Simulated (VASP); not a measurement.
# Ru (P6_3/mmc) in VASP: a series of runs

Runs on Ru. Level: LDA. Tasks: single point.

All numbers are computed with VASP 6.6.1; they aren't measurements. Logs are shortened: lines on timing, memory, paths and dates and some standing lists are left out, and cuts for length are marked.

**1. The cell of the first run**

It takes space group P6_3/mmc (No. 194, hexagonal). The conventional cell has a = 2.678 Å, b = 2.678 Å, c = 4.218 Å, α = 90.00°, β = 90.00°, γ = 120.00°. Within 3.4 Å of Ru (site symmetry -6m2) lie 12 Ru at 2.61 to 2.68 Å.

**2. Single point, LDA**

Contents of INCAR:

```
SYSTEM = Ru
ALGO = Normal
EDIFF = 1E-6
ENCUT = 520
ISIF = 2
ISMEAR = -1
LASPH = .True.
LCHARG = .True.
LELF = .True.
LREAL = .False.
LVHAR = .True.
LWAVE = .False.
NBANDS = 21
NELM = 80
PREC = Accurate
SIGMA = 0.1
```

Contents of KPOINTS:

```
k-points
0
Gamma
  8 8 5
  0 0 0
```

Contents of POSCAR:

```
Ru
1.0
    2.6775346364      0.0000000000      0.0000000000
   -1.3387673182      2.3188130146      0.0000000000
    0.0000000000      0.0000000000      4.2181251212
Ru
2
Direct
    0.3333333333      0.6666666667      0.2500000000
    0.6666666667      0.3333333333      0.7500000000
```

Potentials or basis: VASP PAW LDA potentials, release 64 (Ru_pv).

The run is started by

```
$ cat potpaw_LDA.64/Ru_pv/POTCAR > POTCAR
$ mpirun -np 1 vasp_std > vasp.out
```

OUTCAR:

```text
SYSTEM = Ru
   EDIFF = 1E-6
   ENCUT = 520
   ISIF = 2
   ISMEAR = -1
   LASPH = .True.
   LREAL = .False.
   NELM = 80
   PREC = Accurate

 ion  position               nearest neighbor table
   1  0.333  0.667  0.250-   2 2.61   2 2.61   2 2.61   2 2.61   2 2.61   2 2.61
   2  0.667  0.333  0.750-   1 2.61   1 2.61   1 2.61   1 2.61   1 2.61   1 2.61

  LATTYP: Found a hexagonal cell.
 ALAT       =     2.6775346364
 C/A-ratio  =     1.5753764914

  Lattice vectors:

 A1 = (   2.6775346364,   0.0000000000,   0.0000000000)
 A2 = (  -1.3387673182,   2.3188130146,   0.0000000000)
 A3 = (   0.0000000000,   0.0000000000,   4.2181251212)

Analysis of symmetry for initial positions (statically):
=====================================================================
 Subroutine PRICEL returns:
 Original cell was already a primitive cell.

 Routine SETGRP: Setting up the symmetry group for a
 hexagonal supercell.

 Subroutine GETGRP returns: Found 24 space group operations
 (whereof 12 operations were pure point group operations)
 out of a pool of 24 trial point group operations.

The static configuration has the point symmetry D_3d.
 The point group associated with its full space group is D_6h.

Analysis of symmetry for dynamics (positions and initial velocities):
=====================================================================
 Subroutine PRICEL returns:
 Original cell was already a primitive cell.

 Routine SETGRP: Setting up the symmetry group for a
 hexagonal supercell.

 Subroutine GETGRP returns: Found 24 space group operations
 (whereof 12 operations were pure point group operations)
 out of a pool of 24 trial point group operations.

The dynamic configuration has the point symmetry D_3d.
 The point group associated with its full space group is D_6h.

 Subroutine INISYM returns: Found 24 space group operations
 (whereof 12 operations are pure point group operations),
 and found     1 'primitive' translations

----------------------------------------------------------------------------------------

                                     Primitive cell

  volume of cell :      26.1891

  direct lattice vectors                    reciprocal lattice vectors
     2.677534636  0.000000000  0.000000000     0.373477895  0.215627563  0.000000000
    -1.338767318  2.318813015  0.000000000     0.000000000  0.431255127  0.000000000
     0.000000000  0.000000000  4.218125121     0.000000000  0.000000000  0.237072152

  length of vectors
     2.677534636  2.677534636  4.218125121     0.431255127  0.431255127  0.237072152

  position of ions in fractional coordinates (direct lattice)
     0.333333333  0.666666667  0.250000000
     0.666666667  0.333333333  0.750000000

  ion indices of the primitive-cell ions
   primitive index   ion index
                 1           1
                 2           2

----------------------------------------------------------------------------------------

 KPOINTS: k-points

Automatic generation of k-mesh.
 Grid dimensions read from file:
 generate k-points for:    8    8    5

 Generating k-lattice:

  Cartesian coordinates                     Fractional coordinates (reciprocal lattice)
     0.046684737  0.026953445  0.000000000     0.125000000  0.000000000  0.000000000
     0.000000000  0.053906891  0.000000000     0.000000000  0.125000000  0.000000000
     0.000000000  0.000000000  0.047414430     0.000000000  0.000000000  0.200000000

  Length of vectors
     0.053906891  0.053906891  0.047414430

  Shift w.r.t. Gamma in fractional coordinates (k-lattice)
     0.000000000  0.000000000  0.000000000

 Subroutine IBZKPT returns following result:
 ===========================================

 Found     30 irreducible k-points:

 Following reciprocal coordinates:
            Coordinates               Weight
  0.000000  0.000000  0.000000      1.000000
  0.125000  0.000000  0.000000      6.000000
  0.250000  0.000000  0.000000      6.000000
  0.375000  0.000000  0.000000      6.000000
  0.500000  0.000000  0.000000      3.000000
  0.125000  0.125000  0.000000      6.000000
[... 16 lines left out ...]
  0.250000  0.000000  0.400000     12.000000
  0.375000  0.000000  0.400000     12.000000
 [... further k-points ...]
   k-points           NKPTS =     30   k-points in BZ     NKDIM =     30   number of bands    NBANDS=     21
   number of dos      NEDOS =    301   number of ions     NIONS =      2
   total plane-waves  NPLWV =  12800
   dimension x,y,z NGX =    20 NGY =   20 NGZ =   32
   dimension x,y,z NGXF=    40 NGYF=   40 NGZF=   64
   ions per type =               2
   NGX,Y,Z   is equivalent  to a cutoff of  12.42, 12.42, 12.61 a.u.
   NGXF,Y,Z  is equivalent  to a cutoff of  24.84, 24.84, 25.22 a.u.
 SYSTEM =  Ru
   PREC   = accura    normal or accurate (medium, high low for compatibility)
   ISTART =      0    job   : 0-new  1-cont  2-samecut
   ICHARG =      2    charge: 1-file 2-atom 10-const
   ISPIN  =      1    spin polarized calculation?
   LNONCOLLINEAR =      F non collinear calculations
   LSORBIT =      F    spin-orbit coupling
   LASPH  =      T    aspherical Exc in radial PAW
   ENCUT  =  520.0 eV  38.22 Ry    6.18 a.u.   4.98  4.98  7.84*2*pi/ulx,y,z
   NELM   =     80;   NELMIN=  2; NELMDL= -5     # of ELM steps
   EDIFF  = 0.1E-05   stopping-criterion for ELM
   LREAL  =      F    real-space projection
   EDIFFG = 0.1E-04   stopping-criterion for IOM
   NSW    =      0    number of steps for IOM
   IBRION =     -1    ionic relax: 0-MD 1-quasi-New 2-CG
   NFREE  =      0    steps in history (QN), initial steepest desc. (CG)
   ISIF   =      2    stress and relaxation
   ISYM   =      2    0-nonsym 1-usesym 2-fastsym
   POTIM  = 0.5000    time-step for ionic-motion
   TEBEG  =    0.0;   TEEND  =   0.0 temperature during run
   PSTRESS=    0.0 pullay stress
   NELECT =      28.0000    total number of electrons
   NUPDOWN=      -1.0000    fix difference up-down
   EMIN   =  10.00;   EMAX   =-10.00  energy-range for DOS
   EFERMI =   0.00;   METHOD = LEGACY
   ISMEAR =    -1;   SIGMA  =   0.10  broadening in eV -4-tet -1-fermi 0-gaus
   EFERMI_NEDOS =   21; number of points for ismear=-14 and -15
   IALGO  =     38    algorithm
   IMIX   =      4    mixing-type and parameters
     AMIX     =   0.40;   BMIX     =  1.00
     AMIX_MAG =   1.60;   BMIX_MAG =  1.00
  volume/ion in A,a.u.               =      13.09        88.37
  Fermi-wavevector in a.u.,A,eV,Ry     =   1.673995  3.163391 38.127038  2.802258
  Thomas-Fermi vector in A             =   2.758868
   LORBIT       =      0    0 simple, 1 ext, 2 COOP (PROOUT), +10 PAW based schemes
   GGA     = CA    functional components
   LHFCALC =     F    Hartree Fock is set to
   AEXX    =    0.0000 exact exchange contribution
   IVDW    =     0    specifies the selected vdW correction
   LEPSILON=     F    determine dielectric tensor
   LRPA    =     F    only Hartree local field effects (RPA)
 non-spin polarized calculation
  energy-cutoff  :      520.00
  volume of cell :       26.19
 maximum number of plane-waves:       718
 NGX is ok and might be reduce to    20
   NGX =  9   NGY =  9   NGZ = 15

 number of electron      27.9999992 magnetization

 Free energy of the ion-electron system (eV)
  ---------------------------------------------------
  ext. energy  EPLUGINS =         0.00000000
  ---------------------------------------------------
  free energy    TOTEN  =       -21.45159162 eV

  energy without entropy =      -21.41294317  energy(sigma->0) =      -21.43226740

 E-fermi :  13.3423     XC(G=0): -14.6032

 val. band max:       13.1339943832   @ k =   0.3750   0.1250   0.4000
 cond. band min:      13.3858927285   @ k =   0.1250   0.0000   0.4000
 fundamental gap:      0.2518983453
 Fermi energy:        13.3423118696

 k-point     1 :       0.0000    0.0000    0.0000
  band No.  band energies     occupation
      1     -30.2435      2.00000
      2     -29.1694      2.00000
      3     -29.1694      2.00000
      4     -28.9716      2.00000
      5     -28.9716      2.00000
      6     -28.9222      2.00000
[... 13 lines left out ...]
     20      23.3189      0.00000
     21      24.1723      0.00000

 k-point     2 :       0.1250    0.0000    0.0000
  band No.  band energies     occupation
      1     -30.1835      2.00000
      2     -29.2940      2.00000
      3     -29.2113      2.00000
      4     -29.1006      2.00000
      5     -28.9884      2.00000
      6     -28.9512      2.00000
[... 13 lines left out ...]
     20      23.3187      0.00000
     21      24.0758      0.00000

 k-point     3 :       0.2500    0.0000    0.0000
  band No.  band energies     occupation
      1     -30.0216      2.00000
      2     -29.5946      2.00000
      3     -29.3989      2.00000
      4     -29.3067      2.00000
      5     -29.0378      2.00000
      6     -29.0336      2.00000
[... 13 lines left out ...]
     20      23.3186      0.00000
     21      23.7787      0.00000

 k-point     4 :       0.3750    0.0000    0.0000
  band No.  band energies     occupation
      1     -29.8939      2.00000
      2     -29.8134      2.00000
      3     -29.6806      2.00000
      4     -29.3968      2.00000
      5     -29.1701      2.00000
      6     -29.0825      2.00000
[... 13 lines left out ...]
     20      23.3190      0.00000
     21      24.1613      0.00000

 k-point     5 :       0.5000    0.0000    0.0000
  band No.  band energies     occupation
      1     -30.0171      2.00000
      2     -29.7931      2.00000
      3     -29.6900      2.00000
      4     -29.4330      2.00000
      5     -29.2619      2.00000
      6     -29.1035      2.00000
[... 13 lines left out ...]
     20      23.3174      0.00000
     21      24.7281      0.00000
[... 382 lines left out ...]
     20      23.3186      0.00000
     21      27.5432      0.00000

 k-point    22 :       0.1250    0.0000    0.4000
  band No.  band energies     occupation
      1     -29.8074      2.00000
      2     -29.4638      2.00000
      3     -29.1910      2.00000
      4     -29.1350      2.00000
      5     -29.0959      2.00000
      6     -29.0661      2.00000
[... 13 lines left out ...]
     20      23.3186      0.00000
     21      28.4416      0.00000

 k-point    23 :       0.2500    0.0000    0.4000
  band No.  band energies     occupation
      1     -29.8758      2.00000
      2     -29.6926      2.00000
      3     -29.3321      2.00000
      4     -29.2134      2.00000
      5     -29.1601      2.00000
      6     -29.1291      2.00000
[... 13 lines left out ...]
     20      23.3185      0.00000
     21      28.1967      0.00000

 k-point    24 :       0.3750    0.0000    0.4000
  band No.  band energies     occupation
      1     -30.0502      2.00000
      2     -29.9534      2.00000
      3     -29.3509      2.00000
      4     -29.2898      2.00000
      5     -29.1927      2.00000
      6     -29.1915      2.00000
[... 13 lines left out ...]
     20      23.3180      0.00000
     21      25.6798      0.00000

 [... further k-points ...]
[... 5 lines left out ...]
  --------------------------------------------------------------------------------------
  -------------------------------------------------------------------------------------
  Total       -0.0329736     -0.0329736      0.3119861      0.0000000      0.0000000      0.0000000
  in kB       -2.0172368     -2.0172368     19.0864664      0.0000000      0.0000000      0.0000000
  external PRESSURE =       5.0173309 kB  Pullay stress =       0.0000000 kB

 VOLUME and BASIS-vectors are now :
 -----------------------------------------------------------------------------
  energy-cutoff  :      520.00
  volume of cell :       26.19
      direct lattice vectors                 reciprocal lattice vectors
     2.677534636  0.000000000  0.000000000     0.373477895  0.215627563  0.000000000
    -1.338767318  2.318813015  0.000000000     0.000000000  0.431255127  0.000000000
     0.000000000  0.000000000  4.218125121     0.000000000  0.000000000  0.237072152

 POSITION                                       TOTAL-FORCE (eV/Angst)
 -----------------------------------------------------------------------------------
     -0.00000      1.54588      1.05453        -0.000000      0.000000      0.000000
      1.33877      0.77294      3.16359         0.000000      0.000000      0.000000
 -----------------------------------------------------------------------------------
    total drift:                               -0.000000      0.000000     -0.000000

  FREE ENERGIE OF THE ION-ELECTRON SYSTEM (eV)
  ---------------------------------------------------
  free  energy   TOTEN  =       -21.4515916200 eV

  energy  without entropy=      -21.4129431728  energy(sigma->0) =      -21.43226740
```

Run time: 5.5 s. Hardware: 1 thread of Intel Xeon 6975P-C (Granite Rapids), shared host; peak memory 0.13 GiB.

What came out:

| Item | Value |
| --- | --- |
| Free energy | -21.4516 eV |
| Pressure | 0.5 GPa |
| Band gap on the k mesh | zero (bands 14 and 15 overlap by 3.15 eV) |

**3. Single point, LDA**

Contents of INCAR:

```
PREC = Accurate
ENCUT = 520
EDIFF = 1E-6
ISMEAR = -1
SIGMA = 0.1
LREAL = F
LASPH = T
NELM = 80
ALGO = Normal
ISIF = 2
LWAVE = F
LCHARG = F
NBANDS = 21
```

Contents of KPOINTS:

```
Automatic mesh
0
Gamma
  11 11 6
```

POSCAR is that of step 2.

Potentials or basis: VASP PAW LDA potentials, release 64 (Ru_pv).

The run is started by

```
$ cat potpaw_LDA.64/Ru_pv/POTCAR > POTCAR
$ mpirun -np 1 vasp_std > vasp.out
```

It took 10 s on 1 thread of Intel Xeon 6975P-C (Granite Rapids), shared host; peak memory 0.14 GiB.

Results (log left out):

```
Free energy            : -21.4083 eV
Pressure               : 1.1 GPa
Band gap on the k mesh : zero (bands 14 and 15 overlap by 3.28 eV)
```

Stress tensor (GPa, compression positive):
```
0.38 0.00 0.00
0.00 0.38 0.00
0.00 0.00 2.52
```

Levels at points of the mesh, in eV from the Fermi level:
```
           k point  band 12  band 13  band 14  band 15  band 16  band 17
(0.00, 0.00, 0.00)    -1.98    -1.98    -1.46    -1.46     1.31     1.31
(0.00, 0.00, 0.50)    -2.90    -2.77    -2.77     0.64     0.64     0.64
```

(Continued in part 2 of 2.)

The gap in the log of VASP goes by the Fermi energy; the results here count the filled bands.